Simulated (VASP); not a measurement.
# Br (Cmce) in VASP: single point with r2SCAN

Aim: the single point of Br with r2SCAN.

Program: VASP 6.6.1. These are calculated values, not measurements. Logs are shortened: lines on timing, memory, paths and dates and some standing lists are left out, and cuts for length are marked.

**1. The cell of the first run**

Symmetry: Cmce, No. 64, orthorhombic system. Conventional cell: a = 6.596 Å, b = 4.512 Å, c = 8.627 Å, α = 90.00°, β = 90.00°, γ = 90.00°. Within 3.0 Å of Br (site symmetry m) lie 1 Br at 2.27 Å.

**2. Single point, r2SCAN**

POSCAR

```
Br
1.0
    3.2978180000      2.2561620000      0.0000000000
    3.2978180000     -2.2561620000      0.0000000000
    0.0000000000      0.0000000000     -8.6269310000
Br
4
Direct
    0.1361000000      0.8639000000      0.8895000000
    0.3639000000      0.6361000000      0.3895000000
    0.8639000000      0.1361000000      0.1105000000
    0.6361000000      0.3639000000      0.6105000000
```

INCAR.step1

```
PREC = Accurate
ENCUT = 520
ISMEAR = 1
SIGMA = 0.1774
LREAL = False
LASPH = True
NELM = 80
NBANDS = 22
GGA = PE
ALGO = Normal
EDIFF = 1E-4
LWAVE = True
LCHARG = False
```

INCAR.step2

```
PREC = Accurate
ENCUT = 520
EDIFF = 1E-6
ISMEAR = 1
SIGMA = 0.1774
LREAL = False
LASPH = True
NELM = 80
ALGO = Normal
ISIF = 2
LWAVE = False
LCHARG = True
METAGGA = R2SCAN
LMIXTAU = True
LELF = True
LVHAR = True
NBANDS = 22
ISTART = 1
```

KPOINTS

```
Automatic mesh
0
Gamma
  7 7 3
```

Potentials or basis: VASP PAW PBE potentials, release 64 (Br).

Command:

```
$ cat potpaw_PBE.64/Br/POTCAR > POTCAR
$ cp INCAR.step1 INCAR
$ mpirun -np 1 vasp_std > vasp.out
$ cp INCAR.step2 INCAR
$ mpirun -np 1 vasp_std > vasp.out
```

OUTCAR:

```text
PREC = Accurate
   ENCUT = 520
   EDIFF = 1E-6
   ISMEAR = 1
   LREAL = False
   LASPH = True
   NELM = 80
   ISIF = 2
   METAGGA = R2SCAN
   ISTART = 1

 ion  position               nearest neighbor table
   1  0.136  0.864  0.889-   3 2.27
   2  0.364  0.636  0.389-   4 2.27
   3  0.864  0.136  0.111-   1 2.27
   4  0.636  0.364  0.611-   2 2.27

  LATTYP: Found a base centered orthorhombic cell.
 ALAT       =     4.5123240000
 B/A-ratio  =     1.4616937968
 C/A-ratio  =     1.9118598310

  Lattice vectors:

 A1 = (  -3.2978180000,   2.2561620000,   0.0000000000)
 A2 = (   3.2978180000,   2.2561620000,   0.0000000000)
 A3 = (   0.0000000000,   0.0000000000,  -8.6269310000)

Analysis of symmetry for initial positions (statically):
=====================================================================
 Subroutine PRICEL returns:
 Original cell was already a primitive cell.

 Routine SETGRP: Setting up the symmetry group for a
 base centered orthorhombic supercell.

 Subroutine GETGRP returns: Found  8 space group operations
 (whereof  4 operations were pure point group operations)
 out of a pool of  8 trial point group operations.

The static configuration has the point symmetry C_2h.
 The point group associated with its full space group is D_2h.

Analysis of symmetry for dynamics (positions and initial velocities):
=====================================================================
 Subroutine PRICEL returns:
 Original cell was already a primitive cell.

 Routine SETGRP: Setting up the symmetry group for a
 base centered orthorhombic supercell.

 Subroutine GETGRP returns: Found  8 space group operations
 (whereof  4 operations were pure point group operations)
 out of a pool of  8 trial point group operations.

The dynamic configuration has the point symmetry C_2h.
 The point group associated with its full space group is D_2h.

 Subroutine INISYM returns: Found  8 space group operations
 (whereof  4 operations are pure point group operations),
 and found     1 'primitive' translations

----------------------------------------------------------------------------------------

                                     Primitive cell

  volume of cell :     128.3758

  direct lattice vectors                    reciprocal lattice vectors
     3.297818000  2.256162000  0.000000000     0.151615401  0.221615292  0.000000000
     3.297818000 -2.256162000  0.000000000     0.151615401 -0.221615292  0.000000000
     0.000000000  0.000000000 -8.626931000     0.000000000  0.000000000 -0.115916077

  length of vectors
     3.995731539  3.995731539  8.626931000     0.268515488  0.268515488  0.115916077

  position of ions in fractional coordinates (direct lattice)
     0.136100000  0.863900000  0.889500000
     0.363900000  0.636100000  0.389500000
     0.863900000  0.136100000  0.110500000
     0.636100000  0.363900000  0.610500000

  ion indices of the primitive-cell ions
   primitive index   ion index
                 1           1
                 2           2
                 3           3
                 4           4

----------------------------------------------------------------------------------------

 KPOINTS: Automatic mesh

Automatic generation of k-mesh.
 Grid dimensions read from file:
 generate k-points for:    7    7    3

 Generating k-lattice:

  Cartesian coordinates                     Fractional coordinates (reciprocal lattice)
     0.021659343  0.031659327  0.000000000     0.142857143  0.000000000  0.000000000
     0.021659343 -0.031659327  0.000000000     0.000000000  0.142857143  0.000000000
     0.000000000  0.000000000 -0.038638692     0.000000000  0.000000000  0.333333333

  Length of vectors
     0.038359355  0.038359355  0.038638692

  Shift w.r.t. Gamma in fractional coordinates (k-lattice)
     0.000000000  0.000000000  0.000000000

 Subroutine IBZKPT returns following result:
 ===========================================

 Found     32 irreducible k-points:

 Following reciprocal coordinates:
            Coordinates               Weight
  0.000000  0.000000  0.000000      1.000000
  0.142857 -0.000000  0.000000      4.000000
  0.285714  0.000000  0.000000      4.000000
  0.428571  0.000000  0.000000      4.000000
  0.142857  0.142857  0.000000      2.000000
  0.285714  0.142857  0.000000      4.000000
[... 16 lines left out ...]
  0.428571  0.142857  0.333333      8.000000
 -0.428571  0.142857  0.333333      8.000000
 [... further k-points ...]
   k-points           NKPTS =     32   k-points in BZ     NKDIM =     32   number of bands    NBANDS=     22
   number of dos      NEDOS =    301   number of ions     NIONS =      4
   total plane-waves  NPLWV =  57600
   dimension x,y,z NGX =    30 NGY =   30 NGZ =   64
   dimension x,y,z NGXF=    60 NGYF=   60 NGZF=  128
   ions per type =               4
   NGX,Y,Z   is equivalent  to a cutoff of  12.48, 12.48, 12.33 a.u.
   NGXF,Y,Z  is equivalent  to a cutoff of  24.96, 24.96, 24.67 a.u.
 SYSTEM =  unknown system
   PREC   = accura    normal or accurate (medium, high low for compatibility)
   ISTART =      1    job   : 0-new  1-cont  2-samecut
   ICHARG =      0    charge: 1-file 2-atom 10-const
   ISPIN  =      1    spin polarized calculation?
   LNONCOLLINEAR =      F non collinear calculations
   LSORBIT =      F    spin-orbit coupling
   LASPH  =      T    aspherical Exc in radial PAW
   ENCUT  =  520.0 eV  38.22 Ry    6.18 a.u.   7.43  7.43 16.04*2*pi/ulx,y,z
   NELM   =     80;   NELMIN=  2; NELMDL=  0     # of ELM steps
   EDIFF  = 0.1E-05   stopping-criterion for ELM
   LREAL  =      F    real-space projection
   EDIFFG = 0.1E-04   stopping-criterion for IOM
   NSW    =      0    number of steps for IOM
   IBRION =     -1    ionic relax: 0-MD 1-quasi-New 2-CG
   NFREE  =      0    steps in history (QN), initial steepest desc. (CG)
   ISIF   =      2    stress and relaxation
   ISYM   =      2    0-nonsym 1-usesym 2-fastsym
   POTIM  = 0.5000    time-step for ionic-motion
   TEBEG  =    0.0;   TEEND  =   0.0 temperature during run
   PSTRESS=    0.0 pullay stress
   NELECT =      28.0000    total number of electrons
   NUPDOWN=      -1.0000    fix difference up-down
   EMIN   =  10.00;   EMAX   =-10.00  energy-range for DOS
   EFERMI =   0.00;   METHOD = LEGACY
   ISMEAR =     1;   SIGMA  =   0.18  broadening in eV -4-tet -1-fermi 0-gaus
   EFERMI_NEDOS =   21; number of points for ismear=-14 and -15
   IALGO  =     38    algorithm
   IMIX   =      4    mixing-type and parameters
     AMIX     =   0.40;   BMIX     =  1.00
     AMIX_MAG =   1.60;   BMIX_MAG =  1.00
  volume/ion in A,a.u.               =      32.09       216.58
  Fermi-wavevector in a.u.,A,eV,Ry     =   0.985447  1.862224 13.212685  0.971105
  Thomas-Fermi vector in A             =   2.116754
   LORBIT       =      0    0 simple, 1 ext, 2 COOP (PROOUT), +10 PAW based schemes
   METAGGA = R2SCAN    functional components
   LHFCALC =     F    Hartree Fock is set to
   AEXX    =    0.0000 exact exchange contribution
   IVDW    =     0    specifies the selected vdW correction
   LEPSILON=     F    determine dielectric tensor
   LRPA    =     F    only Hartree local field effects (RPA)
 non-spin polarized calculation
 Methfessel and Paxton  Order N= 1 SIGMA  =   0.18
  energy-cutoff  :      520.00
  volume of cell :      128.38
 maximum number of plane-waves:      3485
 NGX is ok and might be reduce to    30
   NGX = 15   NGY = 15   NGZ = 33

 number of electron      27.9999995 magnetization

 Free energy of the ion-electron system (eV)
  ---------------------------------------------------
  ext. energy  EPLUGINS =         0.00000000
  ---------------------------------------------------
  free energy    TOTEN  =       -52.92672509 eV

  energy without entropy =      -52.94384786  energy(sigma->0) =      -52.93243268

 E-fermi :  -0.2461     XC(G=0):  -8.5457

 val. band max:       -0.3171673354   @ k =   0.4286   0.0000   0.3333
 cond. band min:       1.9352418502   @ k =   0.0000   0.0000   0.0000
 fundamental gap:      2.2524091856
 Fermi energy:        -0.2461332774

 k-point     1 :       0.0000    0.0000    0.0000
  band No.  band energies     occupation
      1     -17.0301      2.00000
      2     -16.6563      2.00000
      3     -13.9419      2.00000
      4     -13.1085      2.00000
      5      -5.5557      2.00000
      6      -4.3468      2.00000
[... 14 lines left out ...]
     21       9.5357      0.00000
     22       9.6947      0.00000

 k-point     2 :       0.1429   -0.0000    0.0000
  band No.  band energies     occupation
      1     -16.9784      2.00000
      2     -16.6374      2.00000
      3     -13.9009      2.00000
      4     -13.1538      2.00000
      5      -5.5545      2.00000
      6      -4.4558      2.00000
[... 14 lines left out ...]
     21       9.2747      0.00000
     22       9.7321      0.00000

 k-point     3 :       0.2857    0.0000    0.0000
  band No.  band energies     occupation
      1     -16.8476      2.00000
      2     -16.6046      2.00000
      3     -13.7895      2.00000
      4     -13.2795      2.00000
      5      -5.5530      2.00000
      6      -4.7939      2.00000
[... 14 lines left out ...]
     21       9.5517      0.00000
     22      10.3302      0.00000
[... 476 lines left out ...]
 k-point    23 :       0.4286    0.1429    0.3333
  band No.  band energies     occupation
      1     -16.7148      2.00000
      2     -16.6145      2.00000
      3     -13.6068      2.00000
      4     -13.4021      2.00000
      5      -5.3153      2.00000
      6      -4.9953      2.00000
[... 14 lines left out ...]
     21       9.3505      0.00000
     22       9.9081      0.00000

 k-point    24 :      -0.4286    0.1429    0.3333
  band No.  band energies     occupation
      1     -16.6448      2.00000
      2     -16.6236      2.00000
      3     -13.5531      2.00000
      4     -13.5133      2.00000
      5      -5.2323      2.00000
      6      -5.1751      2.00000
[... 14 lines left out ...]
     21      10.1243      0.00000
     22      10.4294      0.00000

 [... further k-points ...]

------------------------ aborting loop because EDIFF is reached ----------------------------------------

  FORCE on cell =-STRESS in cart. coord.  units (eV):
  Direction    XX          YY          ZZ          XY          YZ          ZX
  --------------------------------------------------------------------------------------
  -------------------------------------------------------------------------------------
  Total        0.5587082      1.1001525      2.7920948      0.0000000      0.0000000      0.0000000
  in kB        6.9728828     13.7303047     34.8463630      0.0000000      0.0000000      0.0000000
  external PRESSURE =      18.5165168 kB  Pullay stress =       0.0000000 kB

 VOLUME and BASIS-vectors are now :
 -----------------------------------------------------------------------------
  energy-cutoff  :      520.00
  volume of cell :      128.38
      direct lattice vectors                 reciprocal lattice vectors
     3.297818000  2.256162000  0.000000000     0.151615401  0.221615292  0.000000000
     3.297818000 -2.256162000  0.000000000     0.151615401 -0.221615292  0.000000000
     0.000000000  0.000000000 -8.626931000     0.000000000  0.000000000 -0.115916077

 POSITION                                       TOTAL-FORCE (eV/Angst)
 -----------------------------------------------------------------------------------
      3.29782     -1.64203     -7.67366         0.000000      0.468119      0.772433
      3.29782     -0.61413     -3.36019         0.000000     -0.468119      0.772433
      3.29782      1.64203     -0.95328         0.000000     -0.468119     -0.772433
      3.29782      0.61413     -5.26674         0.000000      0.468119     -0.772433
 -----------------------------------------------------------------------------------
    total drift:                                0.000000      0.000000     -0.000000

  FREE ENERGIE OF THE ION-ELECTRON SYSTEM (eV)
  ---------------------------------------------------
  free  energy   TOTEN  =       -52.9267250862 eV

  energy  without entropy=      -52.9438478637  energy(sigma->0) =      -52.93243268
```

Wall time 3.9 min (1 thread of Intel Xeon Platinum 8259CL at 2.50GHz (Skylake/Cascade Lake), shared host); peak memory 0.27 GiB.

Results:

| Property | Result |
| --- | --- |
| Free energy | -52.9267 eV |
| Pressure | 1.9 GPa |
| Largest force | 0.903 eV/Å |
| Band gap on the k mesh | 2.25 eV (least direct gap 2.26 eV) |

Forces on the atoms (eV/Å):
```
Br   0.000  0.468  0.772
Br   0.000 -0.468  0.772
Br   0.000 -0.468 -0.772
Br   0.000  0.468 -0.772
```

Levels at points of the mesh, in eV from the valence-band top:
| k point | band 10 | band 11 | band 12 | band 13 | band 14 | band 15 | band 16 | band 17 | band 18 | band 19 |
| --- | --- | --- | --- | --- | --- | --- | --- | --- | --- | --- |
| (0.00, 0.00, 0.00) | -1.71 | -0.99 | -0.39 | -0.04 | -0.01 | 2.25 | 3.07 | 6.78 | 7.25 | 7.82 |

Caveat: the PAW data sets were made with another functional, which shifts forces and pressure a little; an odd mesh through Γ misses points on the zone boundary, where band edges can lie. r2SCAN opens gaps a little over a GGA but as a rule still falls short of measured ones.
